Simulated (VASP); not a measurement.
Fe5Co: single point with PBE

Fe5Co:

```
Fe Co
1.0
     0.00000    0.00000   -4.35543
    -3.75781   -2.16957    0.00000
     0.00000    4.33915    0.00000
Fe Co
5 1
Direct
  0.75000 0.33333 0.33302
  0.75000 0.66636 0.00000
  0.75000 0.00031 0.66698
  0.25000 0.66667 0.66667
  0.25000 0.00000 0.33333
  0.25000 0.33333 0.00000
```

```json
{"Program": "VASP 6.6.1", "Task": "single point", "Functional": "PBE", "Potentials or basis": "VASP PAW PBE potentials, release 64 (Fe, Co)", "Cutoff": "520 eV", "k mesh": "8 × 9 × 9", "Occupations": "gaussian, width 0.1 eV", "Spin": "collinear spin, ferromagnetic start", "Starting moments": "[2.87, 2.87, 2.87, 2.87, 2.87, 1.86] μB"}
```

```json
{"Pressure": "-0.2 GPa", "Net moment": "14.43 μB per cell", "Site moments": "Fe +2.52, +2.61; Co +1.64 μB", "Valence electrons inside the program's atomic spheres": "Fe 7.19, 7.17; Co 8.21"}
```

Levels at points of the mesh, in eV from the Fermi level:
Spin up:
```tsv
k point	band 29	band 30	band 31	band 32	band 33	band 34	band 35	band 36
(0.00, 0.00, 0.00)	-0.76	-0.76	-0.74	-0.74	4.88	4.88	5.25	5.60
(0.50, 0.00, 0.00)	-0.62	-0.53	-0.50	-0.50	5.84	5.84	5.95	5.99
```
Spin down:
```tsv
k point	band 14	band 15	band 16	band 17	band 18	band 19	band 20	band 21
(0.00, 0.00, 0.00)	-0.62	-0.39	-0.38	-0.22	-0.22	0.22	0.22	0.36
(0.50, 0.00, 0.00)	-1.05	-0.98	-0.97	-0.18	-0.18	0.04	0.04	0.57
```

It took 3.7 min on 1 thread of Intel(R) Xeon(R) Platinum 8375C CPU @ 2.90GHz (Ice Lake), with other jobs on the host, peak memory 0.36 GiB.
